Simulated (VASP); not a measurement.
Write the native input for VASP 6.6.1 that does the following.

```yaml
Task: single point
Functional: PBEsol
Potentials_or_basis: VASP PAW PBE potentials, release 64 (Pb_d, Te)
Cutoff: 520 eV
k_mesh: 6 × 6 × 6
Occupations: fermi-dirac, width 0.02 eV
Spin: no spin polarisation
Dipole_correction: no
Further_INCAR_settings: ALGO = Normal; EDIFF = 1e-06; NBANDS = 17
```

The structure of TePb lies in POSCAR:

```
TePb
1.0
    2.2773911457      1.3148523894      3.7227599947
   -2.2773911457      1.3148523894      3.7227599947
    0.0000000000     -2.6297047836      3.7227599930
Pb Te
1 1
Direct
    1.0102295028      1.0102295028      1.0102295028
    0.5107704972      0.5107704972      0.5107704972
```

The input as run:

INCAR

```
PREC = Accurate ; ENCUT = 520
EDIFF = 1E-6 ; ISMEAR = -1
SIGMA = 0.02 ; LREAL = False
LASPH = True ; NELM = 60
ALGO = Normal ; ISIF = 2
LWAVE = False ; LCHARG = True
GGA = PS ; LELF = True
LVHAR = True ; NBANDS = 17
```

KPOINTS

```
Automatic mesh
0
Gamma
  6 6 6
```

Potentials or basis: VASP PAW PBE potentials, release 64 (Pb_d, Te).

Run with:

```console
$ cat potpaw_PBE.64/Pb_d/POTCAR potpaw_PBE.64/Te/POTCAR > POTCAR
$ mpirun -np 1 vasp_std > vasp.out
```

It gave:

| Property | Result |
| --- | --- |
| Pressure | 0.0 GPa |
| Band gap on the k mesh | 0.64 eV (least direct gap 0.65 eV) |

Caveat: the PAW data sets were made with another functional, which shifts forces and pressure a little; spin-orbit coupling is left out, which moves the levels of the heavy elements.

Wall time 31 s on 1 thread of Intel(R) Xeon(R) Platinum 8259CL CPU @ 2.50GHz (Skylake/Cascade Lake), with other jobs on the host, peak memory 0.22 GiB.
